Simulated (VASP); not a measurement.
# KZn5Ir (P4/mmm) in VASP: single point with PBE

Aim: the single point of KZn5Ir with PBE.

All numbers are computed with VASP 6.6.1; they aren't measurements. Logs are shortened: lines on timing, memory, paths and dates and some standing lists are left out, and cuts for length are marked.

### 1 The cell of the first run

Symmetry: P4/mmm, No. 123, tetragonal system. The conventional cell has a = 4.406 Å, b = 4.406 Å, c = 7.959 Å, α = 90.00°, β = 90.00°, γ = 90.00°. K (site symmetry 4/mmm) has 12 Zn at 3.12 to 3.47 Å within 4.1 Å. Within 3.4 Å of Zn (site symmetry 2mm) lie 2 Ir at 2.56 Å and 5 Zn at 2.61 to 3.12 Å. Zn (site symmetry 4/mmm) has 4 K at 3.12 Å and 8 Zn at 3.47 Å and 2 Ir at 3.98 Å within 4.1 Å. Within 3.4 Å of Ir (site symmetry 4/mmm) lie 8 Zn at 2.56 Å.

### 2 Single point, PBE

INCAR reads:

```
SYSTEM = KZn5Ir
PREC     = Accurate       ! precision mode
ENCUT    = 520            ! plane-wave cutoff, eV
EDIFF    = 1E-6           ! SCF threshold, eV
ISMEAR   = 0              ! smearing method
SIGMA    = 0.1            ! smearing width, eV
LREAL    = .False.        ! projectors in reciprocal space
LASPH    = .True.         ! aspherical terms in the spheres
NELM     = 100            ! most SCF steps
ALGO     = Fast           ! electronic algorithm
ISIF     = 2              ! what is computed and relaxed
LWAVE    = .False.        ! write WAVECAR
LCHARG   = .False.        ! write CHGCAR
GGA      = PE             ! functional
NBANDS   = 48             ! bands
```

KPOINTS reads:

```
regular mesh
0
Gamma
  4 4 4
  0 0 0
```

POSCAR reads:

```
KZn5Ir
1.0
    4.4056336959      0.0000000000      0.0000000000
    0.0000000000      4.4056336959      0.0000000000
    0.0000000000      0.0000000000      7.9593009437
K Zn Ir
1 5 1
Direct
    0.5000000000      0.5000000000      0.0000000000
    0.5000000000      0.0000000000      0.6639454963
    0.0000000000      0.5000000000      0.6639454963
    0.5000000000      0.0000000000      0.3360545037
    0.0000000000      0.5000000000      0.3360545037
    0.0000000000      0.0000000000      0.0000000000
    0.0000000000      0.0000000000      0.5000000000
```

Potentials or basis: VASP PAW PBE potentials, release 64 (K_sv, Zn, Ir).

On the command line:

```bash
$ cat potpaw_PBE.64/K_sv/POTCAR potpaw_PBE.64/Zn/POTCAR potpaw_PBE.64/Ir/POTCAR > POTCAR
$ mpirun -np 1 vasp_std > vasp.out
```

OUTCAR:

```text
SYSTEM = KZn5Ir
   PREC = Accurate
   ENCUT = 520
   EDIFF = 1E-6
   ISMEAR = 0
   LREAL = .False.
   LASPH = .True.
   NELM = 100
   ISIF = 2
   GGA = PE

 ion  position               nearest neighbor table
   1  0.500  0.500  0.000-   6 3.12   6 3.12   6 3.12   6 3.12
   2  0.500  0.000  0.664-   7 2.56   7 2.56   4 2.61
   3  0.000  0.500  0.664-   7 2.56   7 2.56   5 2.61
   4  0.500  0.000  0.336-   7 2.56   7 2.56   2 2.61
   5  0.000  0.500  0.336-   7 2.56   7 2.56   3 2.61
   6  0.000  0.000  0.000-   1 3.12   1 3.12   1 3.12   1 3.12
   7  0.000  0.000  0.500-   2 2.56   3 2.56   4 2.56   5 2.56   3 2.56   5 2.56   2 2.56   4 2.56

  LATTYP: Found a simple tetragonal cell.
 ALAT       =     4.4056336959
 C/A-ratio  =     1.8066188642

  Lattice vectors:

 A1 = (   4.4056336959,   0.0000000000,   0.0000000000)
 A2 = (   0.0000000000,   4.4056336959,   0.0000000000)
 A3 = (   0.0000000000,   0.0000000000,   7.9593009437)

Analysis of symmetry for initial positions (statically):
=====================================================================
 Subroutine PRICEL returns:
 Original cell was already a primitive cell.

 Routine SETGRP: Setting up the symmetry group for a
 simple tetragonal supercell.

 Subroutine GETGRP returns: Found 16 space group operations
 (whereof 16 operations were pure point group operations)
 out of a pool of 16 trial point group operations.

The static configuration has the point symmetry D_4h.

Analysis of symmetry for dynamics (positions and initial velocities):
=====================================================================
 Subroutine PRICEL returns:
 Original cell was already a primitive cell.

 Routine SETGRP: Setting up the symmetry group for a
 simple tetragonal supercell.

 Subroutine GETGRP returns: Found 16 space group operations
 (whereof 16 operations were pure point group operations)
 out of a pool of 16 trial point group operations.

The dynamic configuration has the point symmetry D_4h.

 Subroutine INISYM returns: Found 16 space group operations
 (whereof 16 operations are pure point group operations),
 and found     1 'primitive' translations

----------------------------------------------------------------------------------------

                                     Primitive cell

  volume of cell :     154.4869

  direct lattice vectors                    reciprocal lattice vectors
     4.405633696  0.000000000  0.000000000     0.226982103  0.000000000  0.000000000
     0.000000000  4.405633696  0.000000000     0.000000000  0.226982103  0.000000000
     0.000000000  0.000000000  7.959300944     0.000000000  0.000000000  0.125639174

  length of vectors
     4.405633696  4.405633696  7.959300944     0.226982103  0.226982103  0.125639174

  position of ions in fractional coordinates (direct lattice)
     0.500000000  0.500000000  0.000000000
     0.500000000  0.000000000  0.663945496
     0.000000000  0.500000000  0.663945496
     0.500000000  0.000000000  0.336054504
     0.000000000  0.500000000  0.336054504
     0.000000000  0.000000000  0.000000000
     0.000000000  0.000000000  0.500000000

  ion indices of the primitive-cell ions
   primitive index   ion index
                 1           1
                 2           2
                 3           3
                 4           4
                 5           5
                 6           6
                 7           7

----------------------------------------------------------------------------------------

 KPOINTS: regular mesh

Automatic generation of k-mesh.
 Grid dimensions read from file:
 generate k-points for:    4    4    4

 Generating k-lattice:

  Cartesian coordinates                     Fractional coordinates (reciprocal lattice)
     0.056745526  0.000000000  0.000000000     0.250000000  0.000000000  0.000000000
     0.000000000  0.056745526  0.000000000     0.000000000  0.250000000  0.000000000
     0.000000000  0.000000000  0.031409794     0.000000000  0.000000000  0.250000000

  Length of vectors
     0.056745526  0.056745526  0.031409794

  Shift w.r.t. Gamma in fractional coordinates (k-lattice)
     0.000000000  0.000000000  0.000000000

 Subroutine IBZKPT returns following result:
 ===========================================

 Found     18 irreducible k-points:

 Following reciprocal coordinates:
            Coordinates               Weight
  0.000000  0.000000  0.000000      1.000000
  0.250000  0.000000  0.000000      4.000000
  0.500000  0.000000  0.000000      2.000000
  0.250000  0.250000  0.000000      4.000000
  0.500000  0.250000  0.000000      4.000000
  0.500000  0.500000  0.000000      1.000000
[... 10 lines left out ...]
  0.500000  0.250000  0.500000      4.000000
  0.500000  0.500000  0.500000      1.000000
   k-points           NKPTS =     18   k-points in BZ     NKDIM =     18   number of bands    NBANDS=     48
   number of dos      NEDOS =    301   number of ions     NIONS =      7
   total plane-waves  NPLWV =  77760
   dimension x,y,z NGX =    36 NGY =   36 NGZ =   60
   dimension x,y,z NGXF=    72 NGYF=   72 NGZF=  120
   ions per type =               1   5   1
   NGX,Y,Z   is equivalent  to a cutoff of  13.58, 13.58, 12.53 a.u.
   NGXF,Y,Z  is equivalent  to a cutoff of  27.17, 27.17, 25.06 a.u.
 SYSTEM =  KZn5Ir
   PREC   = accura    normal or accurate (medium, high low for compatibility)
   ISTART =      0    job   : 0-new  1-cont  2-samecut
   ICHARG =      2    charge: 1-file 2-atom 10-const
   ISPIN  =      1    spin polarized calculation?
   LNONCOLLINEAR =      F non collinear calculations
   LSORBIT =      F    spin-orbit coupling
   LASPH  =      T    aspherical Exc in radial PAW
   ENCUT  =  520.0 eV  38.22 Ry    6.18 a.u.   8.19  8.19 14.80*2*pi/ulx,y,z
   NELM   =    100;   NELMIN=  2; NELMDL= -5     # of ELM steps
   EDIFF  = 0.1E-05   stopping-criterion for ELM
   LREAL  =      F    real-space projection
   EDIFFG = 0.1E-04   stopping-criterion for IOM
   NSW    =      0    number of steps for IOM
   IBRION =     -1    ionic relax: 0-MD 1-quasi-New 2-CG
   NFREE  =      0    steps in history (QN), initial steepest desc. (CG)
   ISIF   =      2    stress and relaxation
   ISYM   =      2    0-nonsym 1-usesym 2-fastsym
   POTIM  = 0.5000    time-step for ionic-motion
   TEBEG  =    0.0;   TEEND  =   0.0 temperature during run
   PSTRESS=    0.0 pullay stress
   NELECT =      78.0000    total number of electrons
   NUPDOWN=      -1.0000    fix difference up-down
   EMIN   =  10.00;   EMAX   =-10.00  energy-range for DOS
   EFERMI =   0.00;   METHOD = LEGACY
   ISMEAR =     0;   SIGMA  =   0.10  broadening in eV -4-tet -1-fermi 0-gaus
   EFERMI_NEDOS =   21; number of points for ismear=-14 and -15
   IALGO  =     68    algorithm
   IMIX   =      4    mixing-type and parameters
     AMIX     =   0.40;   BMIX     =  1.00
     AMIX_MAG =   1.60;   BMIX_MAG =  1.00
  volume/ion in A,a.u.               =      22.07       148.93
  Fermi-wavevector in a.u.,A,eV,Ry     =   1.303594  2.463436 23.121172  1.699358
  Thomas-Fermi vector in A             =   2.434586
   LORBIT       =      0    0 simple, 1 ext, 2 COOP (PROOUT), +10 PAW based schemes
   GGA     = PE    functional components
   LHFCALC =     F    Hartree Fock is set to
   AEXX    =    0.0000 exact exchange contribution
   IVDW    =     0    specifies the selected vdW correction
   LEPSILON=     F    determine dielectric tensor
   LRPA    =     F    only Hartree local field effects (RPA)
 non-spin polarized calculation
 RMM-DIIS sequential band-by-band and
 Gauss-broadening in eV      SIGMA  =   0.10
  energy-cutoff  :      520.00
  volume of cell :      154.49
 maximum number of plane-waves:      4192
 NGX is ok and might be reduce to    36
   NGX = 17   NGY = 17   NGZ = 29

 number of electron      77.9999964 magnetization

 Free energy of the ion-electron system (eV)
  ---------------------------------------------------
  ext. energy  EPLUGINS =         0.00000000
  ---------------------------------------------------
  free energy    TOTEN  =       -14.36419118 eV

  energy without entropy =      -14.35687533  energy(sigma->0) =      -14.36053326

 E-fermi :   1.9295     XC(G=0):  -9.7377

 val. band max:        1.8615070765   @ k =   0.5000   0.5000   0.5000
 cond. band min:       1.9930782787   @ k =   0.5000   0.5000   0.2500
 fundamental gap:      0.1315712022
 Fermi energy:         1.9295186915

 k-point     1 :       0.0000    0.0000    0.0000
  band No.  band energies     occupation
      1     -28.8896      2.00000
      2     -12.4922      2.00000
      3     -12.4186      2.00000
      4     -12.4186      2.00000
      5      -6.3614      2.00000
      6      -5.5669      2.00000
[... 40 lines left out ...]
     47       6.0667      0.00000
     48       6.3716      0.00000

 k-point     2 :       0.2500    0.0000    0.0000
  band No.  band energies     occupation
      1     -28.8874      2.00000
      2     -12.4851      2.00000
      3     -12.4800      2.00000
      4     -12.4170      2.00000
      5      -6.0098      2.00000
      6      -5.5400      2.00000
[... 40 lines left out ...]
     47       6.1217      0.00000
     48       6.5299      0.00000

 k-point     3 :       0.5000    0.0000    0.0000
  band No.  band energies     occupation
      1     -28.8852      2.00000
      2     -12.5398      2.00000
      3     -12.4779      2.00000
      4     -12.4154      2.00000
      5      -5.7355      2.00000
      6      -5.5412      2.00000
[... 40 lines left out ...]
     47       6.3572      0.00000
     48       6.5891      0.00000

 k-point     4 :       0.2500    0.2500    0.0000
  band No.  band energies     occupation
      1     -28.8853      2.00000
      2     -12.4783      2.00000
      3     -12.4780      2.00000
      4     -12.4641      2.00000
      5      -5.8030      2.00000
      6      -5.5215      2.00000
[... 652 lines left out ...]
     47       7.0669      0.00000
     48       7.4810      0.00000

 k-point    17 :       0.5000    0.2500    0.5000
  band No.  band energies     occupation
      1     -28.8833      2.00000
      2     -12.5241      2.00000
      3     -12.4711      2.00000
      4     -12.4624      2.00000
      5      -5.7020      2.00000
      6      -5.5072      2.00000
[... 40 lines left out ...]
     47       6.5516      0.00000
     48       6.8186      0.00000

 k-point    18 :       0.5000    0.5000    0.5000
  band No.  band energies     occupation
      1     -28.8814      2.00000
      2     -12.5086      2.00000
      3     -12.5086      2.00000
      4     -12.4639      2.00000
      5      -5.6913      2.00000
      6      -5.4880      2.00000
[... 40 lines left out ...]
     47       5.7343      0.00000
     48       5.7343      0.00000

------------------------ aborting loop because EDIFF is reached ----------------------------------------

  FORCE on cell =-STRESS in cart. coord.  units (eV):
  Direction    XX          YY          ZZ          XY          YZ          ZX
  --------------------------------------------------------------------------------------
  -------------------------------------------------------------------------------------
  Total        0.2332809      0.2332809      0.2697233      0.0000000      0.0000000      0.0000000
  in kB        2.4193461      2.4193461      2.7972887      0.0000000      0.0000000      0.0000000
  external PRESSURE =       2.5453270 kB  Pullay stress =       0.0000000 kB

 VOLUME and BASIS-vectors are now :
 -----------------------------------------------------------------------------
  energy-cutoff  :      520.00
  volume of cell :      154.49
      direct lattice vectors                 reciprocal lattice vectors
     4.405633696  0.000000000  0.000000000     0.226982103  0.000000000  0.000000000
     0.000000000  4.405633696  0.000000000     0.000000000  0.226982103  0.000000000
     0.000000000  0.000000000  7.959300944     0.000000000  0.000000000  0.125639174

 POSITION                                       TOTAL-FORCE (eV/Angst)
 -----------------------------------------------------------------------------------
      2.20282      2.20282      0.00000        -0.000000     -0.000000      0.000000
      2.20282      0.00000      5.28454        -0.000000     -0.000000      0.019337
      0.00000      2.20282      5.28454        -0.000000      0.000000      0.019337
      2.20282      0.00000      2.67476         0.000000     -0.000000     -0.019337
      0.00000      2.20282      2.67476        -0.000000      0.000000     -0.019337
      0.00000      0.00000      0.00000        -0.000000     -0.000000      0.000000
      0.00000      0.00000      3.97965        -0.000000     -0.000000      0.000000
 -----------------------------------------------------------------------------------
    total drift:                                0.000000      0.000000      0.000000

  FREE ENERGIE OF THE ION-ELECTRON SYSTEM (eV)
  ---------------------------------------------------
  free  energy   TOTEN  =       -14.3641911834 eV

  energy  without entropy=      -14.3568753288  energy(sigma->0) =      -14.36053326
```

It took 2.4 min on 1 thread of Intel Xeon Platinum 8488C (Sapphire Rapids), shared host; peak memory 0.34 GiB.

Results:

```yaml
Free_energy: -14.3642 eV
Pressure: 0.3 GPa
Largest_force: 0.019 eV/Å
Band_gap_on_the_k_mesh: zero (band 39 reaches 2.76 eV, above the bottom of band 40 at 1.26 eV)
```

Forces on the atoms (eV/Å):
```
K    0.000  0.000  0.000
Zn   0.000  0.000  0.019
Zn   0.000  0.000  0.019
Zn   0.000  0.000 -0.019
Zn   0.000  0.000 -0.019
Zn   0.000  0.000  0.000
Ir   0.000  0.000  0.000
```

Caveat: spin-orbit coupling is left out, which moves the levels of the heavy elements.
